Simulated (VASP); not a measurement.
## Y: single point with LDA

Y:

```
Y
1.0
     3.66363    0.00000    0.00000
    -1.83182    3.17280    0.00000
     0.00000    0.00000    5.76649
Y
2
Direct
  0.33333 0.66667 0.25000
  0.66667 0.33333 0.75000
```

This cell differs from its parent crystal: volume scaled by 1.01.

```
Program             : VASP 6.6.1
Task                : single point
Functional          : LDA
Potentials or basis : VASP PAW LDA potentials, release 64 (Y_sv)
Cutoff              : 520 eV
k mesh              : 12 × 12 × 7
Occupations         : fermi-dirac, width 0.08 eV
Spin                : no spin polarisation
```

The pressure is -4.3 GPa and the band gap on the k mesh is zero (band 11 reaches 3.62 eV, above the bottom of band 12 at 2.32 eV).

Stress tensor (GPa, compression positive):
```
-4.12  0.00  0.00
 0.00 -4.12  0.00
 0.00  0.00 -4.71
```

Levels at points of the mesh, in eV from the Fermi level:
| k point | band 7 | band 8 | band 9 | band 10 | band 11 | band 12 | band 13 | band 14 | band 15 | band 16 |
| --- | --- | --- | --- | --- | --- | --- | --- | --- | --- | --- |
| (0.00, 0.00, 0.00) | -22.35 | -22.32 | -4.64 | -1.86 | 0.89 | 1.68 | 1.68 | 1.94 | 2.25 | 2.25 |
| (0.50, 0.00, 0.00) | -22.46 | -22.40 | -1.67 | -1.16 | -0.80 | -0.08 | 1.33 | 1.41 | 1.97 | 4.86 |

It took 46 s on 1 thread of Intel(R) Xeon(R) 6975P-C (Granite Rapids), on a shared host, peak memory 0.22 GiB.
